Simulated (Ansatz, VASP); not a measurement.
## Al: VASP beside Ansatz

Contents of INCAR:

```
SYSTEM = Al
PREC = Accurate
ENCUT = 400
EDIFF = 1E-6
ISMEAR = 0
SIGMA = 0.1
LREAL = .False.
LASPH = .True.
NELM = 120
ALGO = Normal
ISIF = 2
LWAVE = .False.
LCHARG = .False.
LDIPOL = .True.
IDIPOL = 3
DIPOL = 0.5 0.5 0.290
GGA = PE
IVDW = 12
NBANDS = 42
GGA_COMPAT = .False.
NELMDL = -8
```

The input KPOINTS:

```
regular mesh
0
Gamma
  5 3 1
  0 0 0
```

File POSCAR:

```
Al
1.0
    5.6295564808      0.0000000000      0.0000000000
   -1.4073891202      9.5578778908      0.0000000000
    0.0000000000      0.0000000000     22.1042805494
Al
18
Direct
    0.2662617278      0.0650469111      0.1809604249
    0.7662617278      0.0650469111      0.1809604249
    0.3355374477      0.3421497907      0.2253910170
    0.8355374477      0.3421497907      0.2253910170
    0.1493925917      0.5975703667      0.2342771354
    0.6493925917      0.5975703667      0.2342771354
    0.4632477356      0.8529909426      0.2431632539
    0.9632477357      0.8529909426      0.2431632539
    0.0317418082      0.1259746106      0.2895407011
    0.5317418082      0.1259746106      0.2895407011
    0.0992864967      0.3978275838      0.3397800048
    0.5992864967      0.3978275838      0.3397800048
    0.4111916628      0.6531641993      0.3465074574
    0.9111916628      0.6531641993      0.3465074574
    0.2244214622      0.9056957507      0.3547003707
    0.7244214622      0.9056957507      0.3547003707
    0.2954379713      0.1744826116      0.3983065873
    0.7954379713      0.1744826116      0.3983065873
```

Input for Ansatz:

```yaml
crystal:
  lattice:
    - [5.6295564808, 0.0, 0.0]
    - [-1.4073891202, 9.5578778908, 0.0]
    - [0.0, 0.0, 22.1042805494]
  atoms:
    - { symbol: Al, position: [0.2662617278, 0.0650469111, 0.1809604249] }
    - { symbol: Al, position: [0.7662617278, 0.0650469111, 0.1809604249] }
    - { symbol: Al, position: [0.3355374477, 0.3421497907, 0.225391017] }
    - { symbol: Al, position: [0.8355374477, 0.3421497907, 0.225391017] }
    - { symbol: Al, position: [0.1493925917, 0.5975703667, 0.2342771354] }
    - { symbol: Al, position: [0.6493925917, 0.5975703667, 0.2342771354] }
    - { symbol: Al, position: [0.4632477356, 0.8529909426, 0.2431632539] }
    - { symbol: Al, position: [0.9632477357, 0.8529909426, 0.2431632539] }
    - { symbol: Al, position: [0.0317418082, 0.1259746106, 0.2895407011] }
    - { symbol: Al, position: [0.5317418082, 0.1259746106, 0.2895407011] }
    - { symbol: Al, position: [0.0992864967, 0.3978275838, 0.3397800048] }
    - { symbol: Al, position: [0.5992864967, 0.3978275838, 0.3397800048] }
    - { symbol: Al, position: [0.4111916628, 0.6531641993, 0.3465074574] }
    - { symbol: Al, position: [0.9111916628, 0.6531641993, 0.3465074574] }
    - { symbol: Al, position: [0.2244214622, 0.9056957507, 0.3547003707] }
    - { symbol: Al, position: [0.7244214622, 0.9056957507, 0.3547003707] }
    - { symbol: Al, position: [0.2954379713, 0.1744826116, 0.3983065873] }
    - { symbol: Al, position: [0.7954379713, 0.1744826116, 0.3983065873] }
basis:
  ecutwfc: 420
kpoints:
  mp_grid: { grid: [5, 3, 1] }
hamiltonian:
  xc: pbe
  dispersion: d3bj
scf:
  occupations: { method: gaussian, width: 0.1 }
output:
  forces: true
  eigenvalues: true
efield:
  axis: 3
  dipole_correction: true
  ramp_width: 0.04
```

Alike in both runs: task single point; functional PBE; dispersion D3(BJ); k mesh 5 × 3 × 1; occupations gaussian, width 0.1 eV; no spin polarisation.

|  | VASP | Ansatz |
| --- | --- | --- |
| version | VASP 6.6.1 | Ansatz 0.2.0 |
| potentials or method | VASP PAW PBE potentials, release 64 (Al), cutoff 400 eV | scalar-relativistic, plane waves, PAW |
| valence electrons in the cell | 54 | 54 |

```tsv
	VASP	Ansatz	Ansatz less VASP
gap on the k mesh at the Fermi level (eV)	none	none	-
rms of the force components (eV/Å)	0.053	0.053	0.0000
```

Atom by atom the forces differ by 0.001 eV/Å (rms over components). A gap of «none» marks a metal or a gap that the smearing closes.
